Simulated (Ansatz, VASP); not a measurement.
## Two plane-wave programs on GaSb3

File INCAR:

```
SYSTEM = GaSb3
PREC = Accurate
ENCUT = 520
EDIFF = 1E-6
ISMEAR = 0
SIGMA = 0.15
LREAL = .FALSE.
LASPH = .TRUE.
NELM = 60
ALGO = Normal
ISIF = 2
LWAVE = .FALSE.
LCHARG = .FALSE.
GGA = PE
IVDW = 12
NBANDS = 22
```

KPOINTS

```
Automatic mesh
0
G
  12 12 12
  0 0 0
```

Contents of POSCAR:

```
GaSb3
1.0
    0.0000000000      3.6478901005      3.6478901005
    3.6478901005      0.0000000000      3.6478901005
    3.6478901005      3.6478901005      0.0000000000
Ga Sb
1 3
Direct
    0.0000000000      0.0000000000      0.0000000000
    0.2225868935      0.2774131065      0.2225868935
    0.7225868935      0.7774131065      0.7225868935
    0.4725868935      0.5274131065      0.4725868935
```

Input for Ansatz:

```yaml
crystal:
  lattice:
    - [0.0, 3.6478901005, 3.6478901005]
    - [3.6478901005, 0.0, 3.6478901005]
    - [3.6478901005, 3.6478901005, 0.0]
  atoms:
    - { symbol: Ga, position: [0.0, 0.0, 0.0] }
    - { symbol: Sb, position: [0.2225868935, 0.2774131065, 0.2225868935] }
    - { symbol: Sb, position: [0.7225868935, 0.7774131065, 0.7225868935] }
    - { symbol: Sb, position: [0.4725868935, 0.5274131065, 0.4725868935] }
basis:
  ecutwfc: 420
kpoints:
  mp_grid: { grid: [12, 12, 12] }
hamiltonian:
  xc: pbe
  dispersion: d3bj
scf:
  occupations: { method: gaussian, width: 0.15 }
output:
  forces: true
  stress: true
  eigenvalues: true
```

Change from the starting cell: all Sb atoms moved -0.200 Å, as atom 2 along Cartesian [0 1 0].

Alike in both runs: task single point; functional PBE; dispersion D3(BJ); k mesh 12 × 12 × 12; occupations gaussian, width 0.15 eV; no spin polarisation.

|  | VASP | Ansatz |
| --- | --- | --- |
| version | VASP 6.6.1 | Ansatz 0.2.0 |
| potentials or method | VASP PAW PBE potentials, release 64 (Ga_d, Sb), cutoff 520 eV | scalar-relativistic, plane waves, PAW |
| valence electrons in the cell | 28 | 58 |

|  | VASP | Ansatz | Ansatz less VASP |
| --- | --- | --- | --- |
| gap on the k mesh at the Fermi level (eV) | none | none | - |
| pressure (GPa) | 0.6 | 0.7 | +0.08 |
| traceless stress, the component that is largest in VASP (GPa) | -0.15 | -0.15 | +0.001 |
| rms of the force components (eV/Å) | 0.127 | 0.126 | -0.0008 |

Atom by atom the forces differ by 0.001 eV/Å (rms over components). A gap of «none» marks a metal or a gap that the smearing closes. VASP's potentials hold 28 valence electrons a cell and Ansatz's 58, so a difference there can come from the potentials and not from the codes.

Neither program's run includes spin-orbit coupling.
